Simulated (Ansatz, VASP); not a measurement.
# NbAl2N3: VASP beside Ansatz

```
Al Nb N
1.0
     5.18242    0.00000    0.00000
    -2.59121    4.48810    0.00000
     0.00000    0.00000    2.69443
Al Nb N
2 1 3
Direct
  0.33333 0.66667 0.00000
  0.66667 0.33333 0.00000
  0.00000 0.00000 0.00000
  0.50000 0.00000 0.50000
  0.50000 0.50000 0.50000
  0.00000 0.50000 0.50000
```

Change from the starting cell: species swapped into the DySi2Rh3 type (P6/mmm, No. 191).

Alike in both runs: functional PBE; k mesh 3 × 3 × 4; occupations gaussian, width 0.15 eV; no spin polarisation.

Ansatz relaxed the structure, and its values are those at the end. VASP's run is a single point on that final structure, the one shown.

```csv
,VASP,Ansatz
version,VASP 6.6.1,Ansatz 0.2.0
potentials or method,"VASP PAW PBE potentials, release 64 (Al, Nb_sv, N), cutoff 600 eV","scalar-relativistic, plane waves, PAW"
valence electrons in the cell,34,34
```

```tsv
	VASP	Ansatz	Ansatz less VASP
gap on the k mesh at the Fermi level (eV)	none	none	-
pressure (GPa)	-0.5	-0.1	+0.35
```

A gap of «none» marks a metal or a gap that the smearing closes.

The k mesh is coarse, so the values compare programs but aren't converged.
